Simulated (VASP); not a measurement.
Wanted: the native input for a VASP 6.6.1 run.

- Task: single point
- Functional: PBE
- Potentials or basis: VASP PAW PBE potentials, release 64 (Cu)
- Cutoff: 520 eV
- k mesh: 22 × 22 × 22
- Occupations: gaussian, width 0.15 eV
- Spin: no spin polarisation
- Dipole correction: no
- Further INCAR settings: ALGO = Normal; EDIFF = 1e-07; NBANDS = 12

The structure of Cu lies in POSCAR:

```
Cu
1.0
    0.0000000000      1.8617250000      1.8346125000
    1.8617250000      0.0000000000      1.8346125000
    1.8617250000      1.8617250000      0.0000000000
Cu
1
Direct
    0.0000000000      0.0000000000      0.0000000000
```

This cell differs from its parent crystal: strain +0.030 along x and y, +0.015 along z.

One way to write it, as run:

INCAR

```
PREC = Accurate
ENCUT = 520
EDIFF = 1E-7
ISMEAR = 0
SIGMA = 0.15
LREAL = F
LASPH = T
NELM = 100
ALGO = Normal
ISIF = 2
LWAVE = F
LCHARG = F
GGA = PE
NBANDS = 12
```

KPOINTS

```
regular mesh
0
Gamma
  22 22 22
```

Potentials or basis: VASP PAW PBE potentials, release 64 (Cu).

Run with:

```console
$ cat potpaw_PBE.64/Cu/POTCAR > POTCAR
$ mpirun -np 1 vasp_std > vasp.out
```

It gave:

The pressure is -6.9 GPa.

Caveat: the cell differs from its parent crystal (strain +0.030 along x and y, +0.015 along z).

It took 62 s on 1 thread of Intel(R) Xeon(R) Platinum 8488C (Sapphire Rapids), on a shared host, peak memory 0.23 GiB.
